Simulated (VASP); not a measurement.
A run of VASP 6.6.1 is set up as follows.

The input INCAR:

```
SYSTEM = Ge
ALGO     = Normal         ! electronic algorithm
EDIFF    = 1E-6           ! SCF threshold, eV
ENCUT    = 520            ! plane-wave cutoff, eV
GGA      = RE             ! functional
ISIF     = 2              ! what is computed and relaxed
ISMEAR   = -1             ! smearing method
LASPH    = .True.         ! aspherical terms in the spheres
LCHARG   = .False.        ! write CHGCAR
LREAL    = .False.        ! projectors in reciprocal space
LWAVE    = .False.        ! write WAVECAR
NBANDS   = 21             ! bands
NELM     = 80             ! most SCF steps
PREC     = Accurate       ! precision mode
SIGMA    = 0.05           ! smearing width, eV
```

The input KPOINTS:

```
k-points
0
Gamma
  10 10 6
  0 0 0
```

Contents of POSCAR:

```
Ge
1.0
    1.5071306787     -2.6506885916      0.0000000000
    1.5071306787      2.6506885916      0.0000000000
    0.0000000000      0.0000000000      4.9147945218
Ge
2
Direct
    0.3343216698      0.6656783302      0.2500000000
    0.6656783302      0.3343216698      0.7500000000
```

Potentials or basis: VASP PAW PBE potentials, release 64 (Ge_d).

Command:

```console
$ cat potpaw_PBE.64/Ge_d/POTCAR > POTCAR
$ mpirun -np 1 vasp_std > vasp.out
```

Task: Estimate the pressure.

Result: 0.0 GPa.

Task: Predict the band gap on the k mesh.

Result: Zero (band 14 reaches 12.87 eV, above the bottom of band 15 at 4.36 eV).

Caveat: the PAW data sets were made with another functional, which shifts forces and pressure a little.
